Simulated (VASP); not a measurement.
Set up this calculation in VASP 6.6.1, as the native input.

* Task: single point
* Functional: PBE
* Potentials or basis: VASP PAW PBE potentials, release 64 (Pb_d, Te)
* Cutoff: 500 eV
* k mesh: 12 × 12 × 12
* Occupations: gaussian, width 0.1 eV
* Spin: no spin polarisation
* Dipole correction: no
* Further INCAR settings: ALGO = Normal; EDIFF = 1e-06; NBANDS = 17

The structure of TePb lies in POSCAR:

```
TePb
1.0
    3.8485948458      0.0000000000      0.0000000000
    0.0000000000      3.8485948458      0.0000000000
    0.0000000000      0.0000000000      3.8485948458
Pb Te
1 1
Direct
    0.0000000000      0.0000000000      0.0000000000
    0.5000000000      0.5000000000      0.5000000000
```

This cell differs from its parent crystal: Sn replaced by Pb, lengths x 1.015, strained.

These files were run (other wordings do the same):

INCAR

```
SYSTEM = TePb
ALGO = Normal
EDIFF = 1E-6
ENCUT = 500
GGA = PE
GGA_COMPAT = .FALSE.
ISIF = 2
ISMEAR = 0
LASPH = .TRUE.
LCHARG = .FALSE.
LREAL = .FALSE.
LWAVE = .FALSE.
NBANDS = 17
NELM = 120
PREC = Accurate
SIGMA = 0.1
```

KPOINTS

```
k-points
0
G
  12 12 12
  0 0 0
```

Potentials or basis: VASP PAW PBE potentials, release 64 (Pb_d, Te).

Run with:

```console
$ cat potpaw_PBE.64/Pb_d/POTCAR potpaw_PBE.64/Te/POTCAR > POTCAR
$ mpirun -np 1 vasp_std > vasp.out
```

It gave:

```json
{
  "Pressure": "5.8 GPa",
  "Band gap on the k mesh": "zero (bands 10 and 11 overlap by 1.65 eV)"
}
```

Caveat: the cell differs from its parent crystal (Sn replaced by Pb, lengths x 1.015, strained); the cell stands under pressure; spin-orbit coupling is left out, which moves the levels of the heavy elements.

It took 78 s on 1 thread of Intel Xeon 8259CL (shared host), peak memory 0.21 GiB.
